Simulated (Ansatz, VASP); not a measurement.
Two plane-wave programs on InSb

```
CELL_PARAMETERS angstrom
0.00000 3.31661 3.31661
3.31661 0.00000 3.31661
3.31661 3.31661 0.00000
ATOMIC_POSITIONS crystal
In 0.00000 0.00000 0.00000
Sb 0.75000 0.75000 0.75000
```

Alike in both runs: task relaxation of cell and atoms; functional LDA; k mesh 12 × 12 × 12; occupations gaussian, width 0.1 eV; no spin polarisation.

|  | VASP | Ansatz |
| --- | --- | --- |
| version | VASP 6.6.1 | Ansatz 0.2.0 |
| potentials or method | VASP PAW LDA potentials, release 64 (In_d, Sb), cutoff 500 eV | scalar-relativistic, plane waves, PAW |
| valence electrons in the cell | 18 | 28 |

```tsv
	VASP	Ansatz	Ansatz less VASP
gap on the k mesh at the Fermi level, each at its own relaxed structure (eV)	none	none	-
relaxed volume (Å³/atom)	33.60	33.54	-0.061
relaxed cell length with the largest relative difference (Å)	4.564	4.561	-0.0028
```

Ansatz warns that its potentials were made for another functional, while VASP's fit it. LDA's correlation is that of Perdew and Zunger in VASP and of Perdew and Wang (1992) in Ansatz. A gap of «none» marks a metal or a gap that the smearing closes. VASP's potentials hold 18 valence electrons a cell and Ansatz's 28, so a difference there can come from the potentials and not from the codes.

Neither program's run includes spin-orbit coupling.
